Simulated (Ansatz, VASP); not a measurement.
# Two plane-wave programs on ZrS2

Contents of INCAR:

```
PREC = Accurate
ENCUT = 500
EDIFF = 1E-6
ISMEAR = 0
SIGMA = 0.01
LREAL = False
LASPH = True
NELM = 120
ALGO = Normal
ISIF = 2
LWAVE = False
LCHARG = False
GGA = CA
NBANDS = 19
GGA_COMPAT = False
```

The input KPOINTS:

```
Automatic mesh
0
Gamma
  6 6 4
```

File POSCAR:

```
ZrS2
1.0
    3.6743990828      0.0000000000      0.0000000000
   -1.8371995414      3.1821229494      0.0000000000
    0.0000000000      0.0000000000      5.8568562426
Zr S
1 2
Direct
    0.0000000000      0.0000000000      0.0000000000
    0.3333333333      0.6666666667      0.2462324613
    0.6666666667      0.3333333333      0.7537675387
```

Input for Ansatz:

```yaml
crystal:
  lattice:
    - [3.6743990828, 0.0, 0.0]
    - [-1.8371995414, 3.1821229494, 0.0]
    - [0.0, 0.0, 5.8568562426]
  atoms:
    - { symbol: Zr, position: [0.0, 0.0, 0.0] }
    - { symbol: S, position: [0.3333333333, 0.6666666667, 0.2462324613] }
    - { symbol: S, position: [0.6666666667, 0.3333333333, 0.7537675387] }
kpoints:
  mp_grid: { grid: [6, 6, 4] }
hamiltonian:
  xc: lda
scf:
  occupations: { method: fixed }
  n_extra_bands: 4
output:
  forces: true
  stress: true
  eigenvalues: true
```

Alike in both runs: task single point; functional LDA; k mesh 6 × 6 × 4; no spin polarisation.

|  | VASP | Ansatz |
| --- | --- | --- |
| version | VASP 6.6.1 | Ansatz 0.2.0 |
| potentials or method | VASP PAW LDA potentials, release 64 (Zr_sv, S) | plane waves |
| plane-wave cutoff (eV) | 500 | 420 |
| occupations | gaussian, width 0.01 eV | fixed |
| valence electrons in the cell | 24 | 24 |

VASP gave:

```
gap on the k mesh at the Fermi level (eV)                     : 0.76
pressure (GPa)                                                : -3.9
traceless stress, the component that is largest in VASP (GPa) : 0.93
rms of the force components (eV/Å)                            : 0.124
```

**Question.** Estimate Ansatz's values.

**Answer.** gap on the k mesh at the Fermi level (eV): 0.76; pressure (GPa): -4.0; traceless stress, the component that is largest in VASP (GPa): 0.93; rms of the force components (eV/Å): 0.133.

LDA's correlation is that of Perdew and Zunger in VASP and of Perdew and Wang (1992) in Ansatz. Atom by atom the forces differ by 0.009 eV/Å (rms over components).
